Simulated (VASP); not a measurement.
# ZnO (I4/mmm) in VASP: notebook

Aim: see how the results for ZnO move with the level of theory and the settings. Levels: PBE, r2SCAN. Tasks: single point.

Everything below comes from runs of VASP 6.6.1. Logs are shortened: lines on timing, memory, paths and dates and some standing lists are left out, and cuts for length are marked.

### Step 1. The cell of the first run

It takes space group I4/mmm (No. 139, tetragonal). Conventional cell: a = 3.114 Å, b = 3.114 Å, c = 4.119 Å, α = 90.00°, β = 90.00°, γ = 90.00°. Zn (site symmetry 4/mmm) has 6 O at 2.06 to 2.20 Å within 2.7 Å. O (site symmetry 4/mmm) has 6 Zn at 2.06 to 2.20 Å within 2.7 Å.

### Step 2. Single point, PBE (epitaxial xy strain +3.2%)

The input, INCAR:

```
PREC = Accurate
ENCUT = 520
EDIFF = 1E-6
ISMEAR = -1
SIGMA = 0.02
LREAL = False
LASPH = True
NELM = 80
ALGO = Normal
ISIF = 2
LWAVE = False
LCHARG = False
GGA = PE
NBANDS = 16
```

The input, KPOINTS:

```
regular mesh
0
Gamma
  10 10 10
```

The input, POSCAR:

```
ZnO
1.0
    0.0000000000      2.2020510490      2.0594292425
    2.2020510490      0.0000000000      2.0594292425
    2.2020510490      2.2020510490      0.0000000000
Zn O
1 1
Direct
    0.0000000000      0.0000000000      0.0000000000
    0.5000000000      0.5000000000      0.5000000000
```

Potentials or basis: VASP PAW PBE potentials, release 64 (Zn, O).

Command:

```
$ cat potpaw_PBE.64/Zn/POTCAR potpaw_PBE.64/O/POTCAR > POTCAR
$ mpirun -np 1 vasp_std > vasp.out
```

OUTCAR:

```text
PREC = Accurate
   ENCUT = 520
   EDIFF = 1E-6
   ISMEAR = -1
   LREAL = False
   LASPH = True
   NELM = 80
   ISIF = 2
   GGA = PE

 ion  position               nearest neighbor table
   1  0.000  0.000  0.000-   2 2.06   2 2.06   2 2.20   2 2.20   2 2.20   2 2.20
   2  0.500  0.500  0.500-   1 2.06   1 2.06   1 2.20   1 2.20   1 2.20   1 2.20

  LATTYP: Found a body centered tetragonal cell.
 ALAT       =     3.1141704585
 C/A-ratio  =     1.3226181867

  Lattice vectors:

 A1 = (   0.0000000000,  -2.2020510490,  -2.0594292425)
 A2 = (   0.0000000000,   2.2020510490,  -2.0594292425)
 A3 = (   2.2020510490,   0.0000000000,   2.0594292425)

Analysis of symmetry for initial positions (statically):
=====================================================================
 Subroutine PRICEL returns:
 Original cell was already a primitive cell.

 Routine SETGRP: Setting up the symmetry group for a
 body centered tetragonal supercell.

 Subroutine GETGRP returns: Found 16 space group operations
 (whereof 16 operations were pure point group operations)
 out of a pool of 16 trial point group operations.

The static configuration has the point symmetry D_4h.

Analysis of symmetry for dynamics (positions and initial velocities):
=====================================================================
 Subroutine PRICEL returns:
 Original cell was already a primitive cell.

 Routine SETGRP: Setting up the symmetry group for a
 body centered tetragonal supercell.

 Subroutine GETGRP returns: Found 16 space group operations
 (whereof 16 operations were pure point group operations)
 out of a pool of 16 trial point group operations.

The dynamic configuration has the point symmetry D_4h.

 Subroutine INISYM returns: Found 16 space group operations
 (whereof 16 operations are pure point group operations),
 and found     1 'primitive' translations

----------------------------------------------------------------------------------------

                                     Primitive cell

  volume of cell :      19.9725

  direct lattice vectors                    reciprocal lattice vectors
     0.000000000  2.202051049  2.059429242    -0.227061039  0.227061039  0.242785714
     2.202051049  0.000000000  2.059429242     0.227061039 -0.227061039  0.242785714
     2.202051049  2.202051049  0.000000000     0.227061039  0.227061039 -0.242785714

  length of vectors
     3.015008728  3.015008728  3.114170459     0.402564696  0.402564696  0.402564696

  position of ions in fractional coordinates (direct lattice)
     0.000000000  0.000000000  0.000000000
     0.500000000  0.500000000  0.500000000

  ion indices of the primitive-cell ions
   primitive index   ion index
                 1           1
                 2           2

----------------------------------------------------------------------------------------

 KPOINTS: regular mesh

Automatic generation of k-mesh.
 Grid dimensions read from file:
 generate k-points for:   10   10   10

 Generating k-lattice:

  Cartesian coordinates                     Fractional coordinates (reciprocal lattice)
    -0.022706104  0.022706104  0.024278571     0.100000000 -0.000000000  0.000000000
     0.022706104 -0.022706104  0.024278571    -0.000000000  0.100000000  0.000000000
     0.022706104  0.022706104 -0.024278571     0.000000000  0.000000000  0.100000000

  Length of vectors
     0.040256470  0.040256470  0.040256470

  Shift w.r.t. Gamma in fractional coordinates (k-lattice)
     0.000000000  0.000000000  0.000000000

 Subroutine IBZKPT returns following result:
 ===========================================

 Found    102 irreducible k-points:

 Following reciprocal coordinates:
            Coordinates               Weight
  0.000000  0.000000  0.000000      1.000000
  0.100000 -0.000000  0.000000      8.000000
  0.200000 -0.000000  0.000000      8.000000
  0.300000  0.000000  0.000000      8.000000
  0.400000 -0.000000  0.000000      8.000000
  0.500000  0.000000  0.000000      4.000000
[... 16 lines left out ...]
  0.300000  0.300000  0.000000      2.000000
  0.400000  0.300000  0.000000      8.000000
 [... further k-points ...]
   k-points           NKPTS =    102   k-points in BZ     NKDIM =    102   number of bands    NBANDS=     16
   number of dos      NEDOS =    301   number of ions     NIONS =      2
   total plane-waves  NPLWV =  13824
   dimension x,y,z NGX =    24 NGY =   24 NGZ =   24
   dimension x,y,z NGXF=    48 NGYF=   48 NGZF=   48
   ions per type =               1   1
   NGX,Y,Z   is equivalent  to a cutoff of  13.23, 13.23, 12.81 a.u.
   NGXF,Y,Z  is equivalent  to a cutoff of  26.47, 26.47, 25.62 a.u.
 SYSTEM =  unknown system
   PREC   = accura    normal or accurate (medium, high low for compatibility)
   ISTART =      0    job   : 0-new  1-cont  2-samecut
   ICHARG =      2    charge: 1-file 2-atom 10-const
   ISPIN  =      1    spin polarized calculation?
   LNONCOLLINEAR =      F non collinear calculations
   LSORBIT =      F    spin-orbit coupling
   LASPH  =      T    aspherical Exc in radial PAW
   ENCUT  =  520.0 eV  38.22 Ry    6.18 a.u.   5.61  5.61  5.79*2*pi/ulx,y,z
   NELM   =     80;   NELMIN=  2; NELMDL= -5     # of ELM steps
   EDIFF  = 0.1E-05   stopping-criterion for ELM
   LREAL  =      F    real-space projection
   EDIFFG = 0.1E-04   stopping-criterion for IOM
   NSW    =      0    number of steps for IOM
   IBRION =     -1    ionic relax: 0-MD 1-quasi-New 2-CG
   NFREE  =      0    steps in history (QN), initial steepest desc. (CG)
   ISIF   =      2    stress and relaxation
   ISYM   =      2    0-nonsym 1-usesym 2-fastsym
   POTIM  = 0.5000    time-step for ionic-motion
   TEBEG  =    0.0;   TEEND  =   0.0 temperature during run
   PSTRESS=    0.0 pullay stress
   NELECT =      18.0000    total number of electrons
   NUPDOWN=      -1.0000    fix difference up-down
   EMIN   =  10.00;   EMAX   =-10.00  energy-range for DOS
   EFERMI =   0.00;   METHOD = LEGACY
   ISMEAR =    -1;   SIGMA  =   0.02  broadening in eV -4-tet -1-fermi 0-gaus
   EFERMI_NEDOS =   21; number of points for ismear=-14 and -15
   IALGO  =     38    algorithm
   IMIX   =      4    mixing-type and parameters
     AMIX     =   0.40;   BMIX     =  1.00
     AMIX_MAG =   1.60;   BMIX_MAG =  1.00
  volume/ion in A,a.u.               =       9.99        67.39
  Fermi-wavevector in a.u.,A,eV,Ry     =   1.581327  2.988275 34.022677  2.500596
  Thomas-Fermi vector in A             =   2.681420
   LORBIT       =      0    0 simple, 1 ext, 2 COOP (PROOUT), +10 PAW based schemes
   GGA     = PE    functional components
   LHFCALC =     F    Hartree Fock is set to
   AEXX    =    0.0000 exact exchange contribution
   IVDW    =     0    specifies the selected vdW correction
   LEPSILON=     F    determine dielectric tensor
   LRPA    =     F    only Hartree local field effects (RPA)
 non-spin polarized calculation
  energy-cutoff  :      520.00
  volume of cell :       19.97
 maximum number of plane-waves:       552
   NGX = 11   NGY = 11   NGZ = 11

 number of electron      18.0000004 magnetization

 Free energy of the ion-electron system (eV)
  ---------------------------------------------------
  ext. energy  EPLUGINS =         0.00000000
  ---------------------------------------------------
  free energy    TOTEN  =        -8.60713458 eV

  energy without entropy =       -8.60713458  energy(sigma->0) =       -8.60713458

 E-fermi :   3.0678     XC(G=0): -12.1806

 val. band max:        2.7208928545   @ k =   0.5000   0.0000   0.0000
 cond. band min:       3.3831493624   @ k =   0.0000   0.0000   0.0000
 fundamental gap:      0.6622565079
 Fermi energy:         3.0678474825

 k-point     1 :       0.0000    0.0000    0.0000
  band No.  band energies     occupation
      1     -15.9096      2.00000
      2      -2.3214      2.00000
      3      -2.3214      2.00000
      4      -2.2359      2.00000
      5      -2.1537      2.00000
      6      -2.0403      2.00000
[... 8 lines left out ...]
     15      20.9561      0.00000
     16      20.9561      0.00000

 k-point     2 :       0.1000   -0.0000    0.0000
  band No.  band energies     occupation
      1     -15.8027      2.00000
      2      -2.3818      2.00000
      3      -2.3482      2.00000
      4      -2.2629      2.00000
      5      -2.2040      2.00000
      6      -2.1550      2.00000
[... 8 lines left out ...]
     15      21.6319      0.00000
     16      22.7313      0.00000

 k-point     3 :       0.2000   -0.0000    0.0000
  band No.  band energies     occupation
      1     -15.5071      2.00000
      2      -2.7587      2.00000
      3      -2.5906      2.00000
      4      -2.5668      2.00000
      5      -2.1309      2.00000
      6      -2.1301      2.00000
[... 8 lines left out ...]
     15      22.6664      0.00000
     16      23.1423      0.00000

 k-point     4 :       0.3000    0.0000    0.0000
  band No.  band energies     occupation
      1     -15.1052      2.00000
      2      -3.5980      2.00000
      3      -2.9181      2.00000
      4      -2.8841      2.00000
      5      -2.0380      2.00000
      6      -1.9992      2.00000
[... 8 lines left out ...]
     15      24.1107      0.00000
     16      24.3635      0.00000
[... 324 lines left out ...]
 k-point    22 :      -0.2000    0.2000    0.0000
  band No.  band energies     occupation
      1     -15.0546      2.00000
      2      -3.3994      2.00000
      3      -2.8863      2.00000
      4      -2.6721      2.00000
      5      -2.1111      2.00000
      6      -1.8776      2.00000
[... 8 lines left out ...]
     15      24.9665      0.00000
     16      24.9778      0.00000

 k-point    23 :       0.3000    0.3000    0.0000
  band No.  band energies     occupation
      1     -14.8427      2.00000
      2      -3.7755      2.00000
      3      -2.5445      2.00000
      4      -2.2242      2.00000
      5      -2.2242      2.00000
      6      -1.9889      2.00000
[... 8 lines left out ...]
     15      28.4158      0.00000
     16      30.7848      0.00000

 k-point    24 :       0.4000    0.3000    0.0000
  band No.  band energies     occupation
      1     -14.6208      2.00000
      2      -3.7172      2.00000
      3      -2.6771      2.00000
      4      -2.3087      2.00000
      5      -2.1222      2.00000
      6      -1.8671      2.00000
[... 8 lines left out ...]
     15      29.0325      0.00000
     16      30.3662      0.00000

 [... further k-points ...]
[... 5 lines left out ...]
  --------------------------------------------------------------------------------------
  -------------------------------------------------------------------------------------
  Total        0.3257543      0.3257543      1.2352745      0.0000000      0.0000000      0.0000000
  in kB       26.1317879     26.1317879     99.0928754      0.0000000      0.0000000      0.0000000
  external PRESSURE =      50.4521504 kB  Pullay stress =       0.0000000 kB

 VOLUME and BASIS-vectors are now :
 -----------------------------------------------------------------------------
  energy-cutoff  :      520.00
  volume of cell :       19.97
      direct lattice vectors                 reciprocal lattice vectors
     0.000000000  2.202051049  2.059429242    -0.227061039  0.227061039  0.242785714
     2.202051049  0.000000000  2.059429242     0.227061039 -0.227061039  0.242785714
     2.202051049  2.202051049  0.000000000     0.227061039  0.227061039 -0.242785714

 POSITION                                       TOTAL-FORCE (eV/Angst)
 -----------------------------------------------------------------------------------
      0.00000      0.00000      0.00000         0.000000      0.000000      0.000000
      2.20205      2.20205      2.05943         0.000000      0.000000      0.000000
 -----------------------------------------------------------------------------------
    total drift:                                0.000000     -0.000000     -0.000000

  FREE ENERGIE OF THE ION-ELECTRON SYSTEM (eV)
  ---------------------------------------------------
  free  energy   TOTEN  =        -8.6071345800 eV

  energy  without entropy=       -8.6071345798  energy(sigma->0) =       -8.60713458
```

Wall time 17 s (1 thread of Intel Xeon 6975P-C, shared host); peak memory 0.16 GiB.

What came out:

- Free energy: -8.6071 eV
- Pressure: 5.0 GPa
- Band gap on the k mesh: 0.66 eV, indirect (least direct gap 2.03 eV)

Stress tensor (GPa, compression positive):
```
2.61 0.00 0.00
0.00 2.61 0.00
0.00 0.00 9.91
```

Levels at points of the mesh, in eV from the valence-band top:
```tsv
k point	band 7	band 8	band 9	band 10	band 11	band 12
(0.00, 0.00, 0.00)	-1.75	-1.37	-1.37	0.66	17.64	17.64
(0.50, 0.00, 0.00)	-3.75	-0.35	0.00	5.20	8.78	11.87
(0.50, 0.50, 0.00)	-4.10	-3.04	-3.04	3.99	10.52	11.01
(0.50, 0.00, 0.50)	-4.21	-3.13	-2.50	4.02	10.07	11.38
```

Caveat: the cell differs from its parent crystal (epitaxial xy strain +3.2%).

### Step 3. Single point, r2SCAN (epitaxial xy strain +3.2%)

POSCAR is that of step 2.

The input, INCAR.step1:

```
ALGO = Normal ; EDIFF = 1E-4
ENCUT = 520 ; GGA = PE
ISMEAR = 0 ; LASPH = True
LCHARG = False ; LREAL = False
LWAVE = True ; NBANDS = 16
NELM = 60 ; PREC = Accurate
SIGMA = 0.01
```

The input, INCAR.step2:

```
ALGO = Normal ; EDIFF = 1E-7
ENCUT = 520 ; ISIF = 2
ISMEAR = 0 ; ISTART = 1
LASPH = True ; LCHARG = False
LMIXTAU = True ; LREAL = False
LWAVE = False ; METAGGA = R2SCAN
NBANDS = 16 ; NELM = 60
PREC = Accurate ; SIGMA = 0.01
```

The input, KPOINTS:

```
k-points
0
Gamma
  10 10 10
```

Potentials or basis: VASP PAW PBE potentials, release 64 (Zn, O).

Command:

```
$ cat potpaw_PBE.64/Zn/POTCAR potpaw_PBE.64/O/POTCAR > POTCAR
$ cp INCAR.step1 INCAR
$ mpirun -np 1 vasp_std > vasp.out
$ cp INCAR.step2 INCAR
$ mpirun -np 1 vasp_std > vasp.out
```

It took 83 s on 1 thread of Intel Xeon 6975P-C, shared host; peak memory 0.17 GiB.

It converged, with:

| Property | Result |
| --- | --- |
| Free energy | -17.9292 eV |
| Pressure | -2.3 GPa |
| Band gap on the k mesh | 1.27 eV, indirect (least direct gap 2.69 eV) |

Stress tensor (GPa, compression positive):
```
-4.38  0.00  0.00
 0.00 -4.38  0.00
 0.00  0.00  1.77
```

Levels at points of the mesh, in eV from the valence-band top:
| k point | band 5 | band 6 | band 7 | band 8 | band 9 | band 10 | band 11 | band 12 | band 13 | band 14 |
| --- | --- | --- | --- | --- | --- | --- | --- | --- | --- | --- |
| (0.00, 0.00, 0.00) | -4.96 | -4.84 | -1.79 | -1.42 | -1.42 | 1.27 | 18.42 | 18.42 | 18.73 | 19.05 |
| (0.50, 0.00, 0.00) | -4.72 | -4.64 | -3.79 | -0.37 | 0.00 | 5.93 | 9.65 | 12.76 | 14.28 | 19.84 |
| (0.50, 0.50, 0.00) | -4.55 | -4.55 | -4.20 | -3.10 | -3.10 | 4.74 | 11.15 | 11.99 | 15.62 | 15.62 |
| (0.50, 0.00, 0.50) | -4.64 | -4.53 | -4.31 | -3.18 | -2.55 | 4.77 | 11.00 | 12.03 | 15.78 | 17.20 |

Caveat: the cell differs from its parent crystal (epitaxial xy strain +3.2%); the PAW data sets were made with another functional, which shifts forces and pressure a little. A k mesh can miss the band edges.
